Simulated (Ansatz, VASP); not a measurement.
One calculation of Sb, two programs

```
Sb
1.0
     2.17553    1.27112    3.76096
    -2.12567    1.24962    3.73946
     0.00630   -2.46458    3.73158
Sb
2
Direct
  0.23364 0.23364 0.23364
  0.76636 0.76636 0.76636
```

Change from the starting cell: equal xy, yz and zx shear strains of +1 %.

Alike in both runs: task single point; functional PBE; k mesh 9 × 9 × 9; occupations fermi-dirac, width 0.05 eV; no spin polarisation.

|  | VASP | Ansatz |
| --- | --- | --- |
| version | VASP 6.6.1 | Ansatz 0.2.0 |
| potentials or method | VASP PAW PBE potentials, release 64 (Sb), cutoff 520 eV | all-electron LAPW, scalar-relativistic |

|  | VASP | Ansatz | Ansatz less VASP |
| --- | --- | --- | --- |
| pressure (GPa) | 3.2 | 3.1 | -0.08 |
| traceless stress, the component that is largest in VASP (GPa) | -0.62 | -0.62 | +0.002 |
| rms of the force components (eV/Å) | 0.145 | 0.119 | -0.0256 |

Atom by atom the forces differ by 0.026 eV/Å (rms over components). Ansatz ran all-electron here, and VASP with PAW potentials.

Spin-orbit coupling is off throughout.
